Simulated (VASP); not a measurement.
Mo: single point with PBE+D3(BJ)

Mo:

```
CELL_PARAMETERS angstrom
-1.56513 1.56513 1.56513
1.56513 -1.56513 1.56513
1.56513 1.56513 -1.56513
ATOMIC_POSITIONS crystal
Mo 0.00000 0.00000 0.00000
```

```yaml
Program: VASP 6.6.1
Task: single point
Functional: PBE
Dispersion: D3(BJ)
Potentials_or_basis: VASP PAW PBE potentials, release 64 (Mo_sv)
Cutoff: 500 eV
k_mesh: 18 × 18 × 18
Occupations: gaussian, width 0.1 eV
Spin: no spin polarisation
```

The pressure is 0.6 GPa, the band gap on the k mesh is zero (bands 7 and 8 overlap by 5.49 eV) and the dispersion energy per atom is -0.728 eV.

Levels at points of the mesh, in eV from the Fermi level:
```
           k point  band 5  band 6  band 7  band 8  band 9  band 10
(0.00, 0.00, 0.00)   -7.32   -1.43   -1.43   -1.43    1.67     1.67
(0.50, 0.00, 0.00)   -5.47   -3.52    1.68    1.71    2.36     4.85
(0.50, 0.50, 0.50)   -5.61   -5.61    4.07    4.07    4.07     9.19
```

Wall time 19 s on 1 thread of Intel(R) Xeon(R) Platinum 8259CL CPU @ 2.50GHz (Skylake/Cascade Lake), on a shared host, peak memory 0.16 GiB.
